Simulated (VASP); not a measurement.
A run of VASP 6.6.1 is set up as follows.

INCAR

```
SYSTEM = P
  PREC = Accurate
  ENCUT = 520
  EDIFF = 1E-6
  ISMEAR = 1
  SIGMA = 0.01
  LREAL = .False.
  LASPH = .True.
  NELM = 60
  ALGO = Normal
  ISIF = 2
  LWAVE = .False.
  LCHARG = .True.
  GGA = PE
  LELF = .True.
  LVHAR = .True.
  NBANDS = 12
```

The input KPOINTS:

```
Automatic mesh
0
Gamma
  7 7 7
  0 0 0
```

Contents of POSCAR:

```
P
1.0
    1.7257251780      0.9963478961      3.1296800121
   -1.7257251780      0.9963478961      3.1296800121
    0.0000000000     -1.9926957921      3.1296800121
P
2
Direct
    0.7636290000      0.7712140000      0.7633900000
    0.2219640000      0.2289910000      0.2268450000
```

Potentials or basis: VASP PAW PBE potentials, release 64 (P).

Run with:

```console
$ cat potpaw_PBE.64/P/POTCAR > POTCAR
$ mpirun -np 1 vasp_std > vasp.out
```

(1) Predict the pressure.

(2) Predict the band gap on the k mesh.

(3) What does it give for the largest force?

## Answers

(1) -0.6 GPa.

(2) zero (band 5 reaches 9.20 eV, above the bottom of band 6 at 8.83 eV).

(3) 0.333 eV/Å.
